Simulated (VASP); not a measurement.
Wanted: the native input for a VASP 6.6.1 run.

| Quantity | Value |
| --- | --- |
| Task | single point |
| Functional | LDA |
| Potentials or basis | VASP PAW LDA potentials, release 64 (Mg, O) |
| Cutoff | 520 eV |
| k mesh | 9 × 9 × 6 |
| Occupations | gaussian, width 0.05 eV |
| Spin | no spin polarisation |
| Dipole correction | no |
| Further INCAR settings | ALGO = Normal; EDIFF = 1e-07; NBANDS = 16 |

The structure of MgO lies in POSCAR:

```
MgO
1.0
    3.0307939861      0.0000000000      0.0000000000
   -1.5153969931      2.6247445856      0.0000000000
    0.0000000000      0.0000000000      5.9353018253
Mg O
2 2
Direct
    0.3333333333      0.6666666667      0.0021597400
    0.6666666667      0.3333333333      0.5021597400
    0.3333333333      0.6666666667      0.4024402600
    0.6666666667      0.3333333333      0.9024402600
```

This cell differs from its parent crystal: ratio of the length along z to the lengths across it x 1.3, volume and fractional coordinates fixed.

The input as run:

INCAR

```
ALGO = Normal ; EDIFF = 1E-7
ENCUT = 520 ; ISIF = 2
ISMEAR = 0 ; LASPH = T
LCHARG = F ; LREAL = F
LWAVE = F ; NBANDS = 16
NELM = 100 ; PREC = Accurate
SIGMA = 0.05
```

KPOINTS

```
k-points
0
Gamma
  9 9 6
```

Potentials or basis: VASP PAW LDA potentials, release 64 (Mg, O).

The run is started by

```sh
$ cat potpaw_LDA.64/Mg/POTCAR potpaw_LDA.64/O/POTCAR > POTCAR
$ mpirun -np 1 vasp_std > vasp.out
```

It gave:

```
Pressure               : 8.6 GPa
Largest force          : 1.188 eV/Å
Band gap on the k mesh : 3.23 eV, direct
```

Caveat: forces of over 1 eV/Å act on the atoms, so gaps and moduli don't describe the material at rest.

Run time: 41 s on 1 thread of Intel Xeon 8259CL (shared host), peak memory 0.17 GiB.
